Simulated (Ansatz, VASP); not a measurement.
# One calculation of Bi, two programs

INCAR

```
SYSTEM = Bi
PREC     = Accurate       ! precision mode
ENCUT    = 520            ! plane-wave cutoff, eV
EDIFF    = 1E-6           ! SCF threshold, eV
ISMEAR   = -1             ! smearing method
SIGMA    = 0.05           ! smearing width, eV
LREAL    = .FALSE.        ! projectors in reciprocal space
LASPH    = .TRUE.         ! aspherical terms in the spheres
NELM     = 80             ! most SCF steps
ALGO     = Fast           ! electronic algorithm
ISIF     = 2              ! what is computed and relaxed
LWAVE    = .FALSE.        ! write WAVECAR
LCHARG   = .FALSE.        ! write CHGCAR
GGA      = B5             ! functional
ALDAX    = 1.0          
AGGAX    = 1.0          
AGGAC    = 1.0          
ALDAC    = 0.0          
NBANDS   = 14             ! bands
```

Contents of KPOINTS:

```
Automatic mesh
0
G
  9 9 9
  0 0 0
```

The input POSCAR:

```
Bi
1.0
   -1.9814305318      1.9814305318      1.9814305318
    1.9814305318     -1.9814305318      1.9814305318
    1.9814305318      1.9814305318     -1.9814305318
Bi
1
Direct
    0.0000000000      0.0000000000      0.0000000000
```

Contents of input.yaml:

```yaml
crystal:
  lattice:
    - [-1.9814305318, 1.9814305318, 1.9814305318]
    - [1.9814305318, -1.9814305318, 1.9814305318]
    - [1.9814305318, 1.9814305318, -1.9814305318]
  atoms:
    - { symbol: Bi, position: [0.0, 0.0, 0.0] }
hamiltonian:
  xc: blyp
  pseudopotentials: { kind: paw }
kpoints:
  mp_grid: { grid: [9, 9, 9] }
  band_path:
    path:
      - [[0.0, 0.0, 0.0], [0.5, -0.5, 0.5], [0.0, 0.0, 0.5], [0.0, 0.0, 0.0], [0.25, 0.25, 0.25], [0.5, -0.5, 0.5]]
      - [[0.25, 0.25, 0.25], [0.0, 0.0, 0.5]]
    npoints: 14
scf:
  occupations: { method: fermi_dirac, width: 0.05 }
  n_extra_bands: 6
output:
  forces: true
  stress: true
  eigenvalues: true
  fatbands: false
```

Alike in both runs: functional BLYP; k mesh 9 × 9 × 9; occupations fermi-dirac, width 0.05 eV; no spin polarisation.

|  | VASP | Ansatz |
| --- | --- | --- |
| version | VASP 6.6.1 | Ansatz 0.2.0 |
| potentials or method | VASP PAW PBE potentials, release 64 (Bi_d) | Ansatz PAW |
| plane-wave cutoff (eV) | 520 | 420 |
| valence electrons in the cell | 15 | 15 |
| task | single point | band structure |

```csv
,VASP,Ansatz,Ansatz less VASP
gap on the k mesh at the Fermi level (eV),none,none,-
pressure (GPa),5.1,5.0,-0.15
```

VASP's potentials were made for PBE, not for BLYP. A gap of «none» marks a metal or a gap that the smearing closes.

Neither program's run includes spin-orbit coupling.
